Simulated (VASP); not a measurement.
GaN, 2 atoms in the cell. The structure is cubic, space group F-43m (No. 216). Conventional cell: a = 4.548 Å, b = 4.548 Å, c = 4.548 Å, α = 90.00°, β = 90.00°, γ = 90.00°. Within 2.6 Å of Ga (site symmetry -43m) lie 4 N at 1.97 Å. Within 2.6 Å of N (site symmetry -43m) lie 4 Ga at 1.97 Å. 

- Program: VASP 6.6.1
- Task: density of states
- Functional: PBE
- Potentials or basis: VASP PAW PBE potentials, release 64 (Ga_d, N)
- Cutoff: 520 eV
- k mesh: 10 × 10 × 10
- Occupations: gaussian, width 0.02 eV
- Spin: no spin polarisation
- Dipole correction: no
- k mesh for the DOS: 15 × 15 × 15
- Occupations for the DOS: tetrahedron
- Further INCAR settings: ALGO = Normal; EDIFF = 1e-06

Potentials or basis: VASP PAW PBE potentials, release 64 (Ga_d, N).

Run with:

```bash
$ cat potpaw_PBE.64/Ga_d/POTCAR potpaw_PBE.64/N/POTCAR > POTCAR
$ cp INCAR.step1 INCAR
$ cp KPOINTS.step1 KPOINTS
$ mpirun -np 1 vasp_std > vasp.out
$ cp INCAR.step2 INCAR
$ cp KPOINTS.step2 KPOINTS
$ mpirun -np 1 vasp_std > vasp.out
```

Hardware: 1 thread of AMD EPYC 9R45 96-Core Processor (Zen 5) (shared host).

Q: Estimate the wall time of this run.

A: Run time: 21 s on 1 thread of AMD EPYC 9R45 96-Core Processor (Zen 5), on a shared host, peak memory 0.13 GiB. Counts: k points 120.
